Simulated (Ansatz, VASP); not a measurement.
## Two plane-wave programs on Pt

```
CELL_PARAMETERS angstrom
-1.56079 1.56079 1.56079
1.56079 -1.56079 1.56079
1.56079 1.56079 -1.56079
ATOMIC_POSITIONS crystal
Pt 0.00000 0.00000 0.00000
```

Alike in both runs: functional PBEsol; k mesh 24 × 24 × 24; occupations gaussian, width 0.1 eV; no spin polarisation.

Ansatz relaxed the structure, and its values are those at the end. VASP's run is a single point on that final structure, the one shown.

```csv
,VASP,Ansatz
version,VASP 6.6.1,Ansatz 0.2.0
potentials or method,"VASP PAW PBE potentials, release 64 (Pt), cutoff 520 eV","scalar-relativistic, plane waves, PAW"
valence electrons in the cell,10,18
```

VASP gave:

* gap on the k mesh at the Fermi level (eV): none
* pressure (GPa): -0.4

**Question.** Which values does Ansatz return?

**Answer.** gap on the k mesh at the Fermi level (eV): none; pressure (GPa): 0.0.

VASP's potentials were made for PBE, not for PBEsol. A gap of «none» marks a metal or a gap that the smearing closes. With one functional, cell and mesh, what is left measures potentials, basis and numerics. VASP's potentials hold 10 valence electrons a cell and Ansatz's 18, so a difference there can come from the potentials and not from the codes.

Spin-orbit coupling is off throughout.
